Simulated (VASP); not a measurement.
Here is a VASP 6.6.1 calculation.

The input INCAR:

```
SYSTEM = Pt
ALGO = Normal ; EDIFF = 1E-6
ENCUT = 520 ; GGA = PS
ISIF = 2 ; ISMEAR = 1
LASPH = .True. ; LCHARG = .False.
LREAL = .False. ; LWAVE = .False.
NBANDS = 11 ; NELM = 80
PREC = Accurate ; SIGMA = 0.1
```

Contents of KPOINTS:

```
k-points
0
Gamma
  13 13 13
  0 0 0
```

The input POSCAR:

```
Pt
1.0
    0.0000000000      1.9276579849      1.9276579849
    1.9276579849      0.0000000000      1.9276579849
    1.9276579849      1.9276579849      0.0000000000
Pt
1
Direct
    0.0000000000      0.0000000000      0.0000000000
```

Potentials or basis: VASP PAW PBE potentials, release 64 (Pt).

The run is started by

```console
$ cat potpaw_PBE.64/Pt/POTCAR > POTCAR
$ mpirun -np 1 vasp_std > vasp.out
```

(1) Estimate the band gap on the k mesh.

(2) Predict the pressure.

Results:

(1) zero (band 5 reaches 12.58 eV, above the bottom of band 6 at 10.21 eV).

(2) 15.3 GPa.

Caveat: the PAW data sets were made with another functional, which shifts forces and pressure a little; spin-orbit coupling is left out, which moves the levels of the heavy elements.
